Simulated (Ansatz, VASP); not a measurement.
**BaTiO3: VASP beside Ansatz**

```
Ba Ti O
1.0
     4.06367    0.00000    0.00000
     0.00000    2.89254    2.90095
     0.00000   -2.89254    2.90095
Ba Ti O
1 1 3
Direct
  0.00000 0.00000 0.00000
  0.50000 0.51240 0.51240
  0.50000 0.99184 0.50524
  0.50000 0.50524 0.99184
  0.00000 0.48740 0.48740
```

Change from the starting cell: volume scaled by 1.06.

Alike in both runs: task single point; functional LDA; k mesh 7 × 7 × 7; occupations fermi-dirac, width 0.05 eV; no spin polarisation.

|  | VASP | Ansatz |
| --- | --- | --- |
| version | VASP 6.6.1 | Ansatz 0.2.0 |
| potentials or method | VASP PAW LDA potentials, release 64 (Ba_sv, Ti_sv, O), cutoff 520 eV | all-electron LAPW, scalar-relativistic |

|  | VASP | Ansatz | Ansatz less VASP |
| --- | --- | --- | --- |
| gap on the k mesh at the Fermi level (eV) | 1.71 | 1.77 | +0.053 |
| least direct gap on the mesh (eV) | 1.90 | 1.92 | +0.022 |
| pressure (GPa) | -14.8 | -16.4 | -1.60 |
| traceless stress, the component that is largest in VASP (GPa) | -0.31 | -0.31 | -0.004 |
| rms of the force components (eV/Å) | 0.232 | 0.244 | +0.0121 |

LDA's correlation is that of Perdew and Zunger in VASP and of Perdew and Wang (1992) in Ansatz. Atom by atom the forces differ by 0.015 eV/Å (rms over components). Ansatz ran all-electron here, and VASP with PAW potentials.

Neither program's run includes spin-orbit coupling.
